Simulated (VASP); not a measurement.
Here is a VASP 6.6.1 calculation.

Contents of POSCAR:

```
CdS
1.0
    0.0000000000      2.8776133333      2.9958569211
    2.8776133333      0.0000000000      2.9958569211
    2.8776133333      2.8776133333      0.0000000000
Cd S
1 1
Direct
    0.0000000000      0.0000000000      0.0000000000
    0.2500000000      0.2500000000      0.2500000000
```

File INCAR.step1:

```
  PREC = Accurate
  ENCUT = 520
  ISMEAR = -1
  SIGMA = 0.02
  LREAL = False
  LASPH = True
  NELM = 80
  NBANDS = 16
  GGA = PE
  ALGO = Normal
  EDIFF = 1E-4
  LWAVE = True
  LCHARG = False
```

The input INCAR.step2:

```
  PREC = Accurate
  ENCUT = 520
  EDIFF = 1E-6
  ISMEAR = -1
  SIGMA = 0.02
  LREAL = False
  LASPH = True
  NELM = 80
  ALGO = Normal
  ISIF = 2
  LWAVE = False
  LCHARG = True
  METAGGA = R2SCAN
  LMIXTAU = True
  LELF = True
  LVHAR = True
  NBANDS = 16
  ISTART = 1
```

KPOINTS

```
regular mesh
0
Gamma
  6 6 6
```

Potentials or basis: VASP PAW PBE potentials, release 64 (Cd, S).

Run with:

```sh
$ cat potpaw_PBE.64/Cd/POTCAR potpaw_PBE.64/S/POTCAR > POTCAR
$ cp INCAR.step1 INCAR
$ mpirun -np 1 vasp_std > vasp.out
$ cp INCAR.step2 INCAR
$ mpirun -np 1 vasp_std > vasp.out
```

Task: Estimate the pressure.

Result: 1.8 GPa.

Task: Predict the band gap on the k mesh.

Result: 1.55 eV, direct.

Stress tensor (GPa, compression positive):
```
2.01 0.00 0.00
0.00 2.01 0.00
0.00 0.00 1.26
```

Caveat: the PAW data sets were made with another functional, which shifts forces and pressure a little. r2SCAN opens gaps a little over a GGA but as a rule still falls short of measured ones.
